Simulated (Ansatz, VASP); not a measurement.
# BaS in VASP and in Ansatz

POSCAR

```
BaS
1.0
    0.0000000000      3.1723147904      3.1723147904
    3.1723147904      0.0000000000      3.1723147904
    3.1723147904      3.1723147904      0.0000000000
Ba S
1 1
Direct
    0.0000000000      0.0000000000      0.0000000000
    0.5000000000      0.5000000000      0.5000000000
```

Contents of INCAR.step1:

```
PREC = Accurate
ENCUT = 520
EDIFF = 1E-5
ISMEAR = -1
SIGMA = 0.05
LREAL = False
LASPH = True
NELM = 60
ALGO = Normal
ISIF = 2
LWAVE = True
GGA = PE
NBANDS = 15
```

File INCAR.step2:

```
PREC = Accurate
ENCUT = 520
EDIFF = 1E-6
ISMEAR = -1
SIGMA = 0.05
LREAL = False
LASPH = True
NELM = 60
ALGO = Normal
ISIF = 2
LWAVE = False
LCHARG = True
GGA = PE
LHFCALC = True
AEXX = 0.25
PRECFOCK = Normal
LELF = True
LVHAR = True
ISTART = 1
NBANDS = 15
```

The input KPOINTS:

```
regular mesh
0
Gamma
  4 4 4
```

Contents of input:

```
crystal:
  lattice:
    - [0.0, 3.1723147904, 3.1723147904]
    - [3.1723147904, 0.0, 3.1723147904]
    - [3.1723147904, 3.1723147904, 0.0]
  atoms:
    - { symbol: Ba, position: [0.0, 0.0, 0.0] }
    - { symbol: S, position: [0.5, 0.5, 0.5] }
hamiltonian:
  xc: pbe0
  pseudopotentials: { kind: paw }
kpoints:
  mp_grid: { grid: [4, 4, 4] }
scf:
  occupations: { method: fermi_dirac, width: 0.05 }
output:
  forces: true
  stress: true
  eigenvalues: true
  write_density: true
  write_potential: true
  elf: true
  volumetric_format: npy
```

Alike in both runs: task single point; functional PBE0; k mesh 4 × 4 × 4; occupations fermi-dirac, width 0.05 eV; no spin polarisation.

```csv
,VASP,Ansatz
version,VASP 6.6.1,Ansatz 0.2.0
potentials or method,"VASP PAW PBE potentials, release 64 (Ba_sv, S)",Ansatz PAW
plane-wave cutoff (eV),520,420
valence electrons in the cell,16,16
```

```csv
,VASP,Ansatz,Ansatz less VASP
gap on the k mesh at the Fermi level (eV),3.70,3.78,+0.075
least direct gap on the mesh (eV),3.85,3.90,+0.047
pressure (GPa),1.9,1.4,-0.52
```

The k mesh is coarse, so the values compare programs but aren't converged. Neither program's run includes spin-orbit coupling.
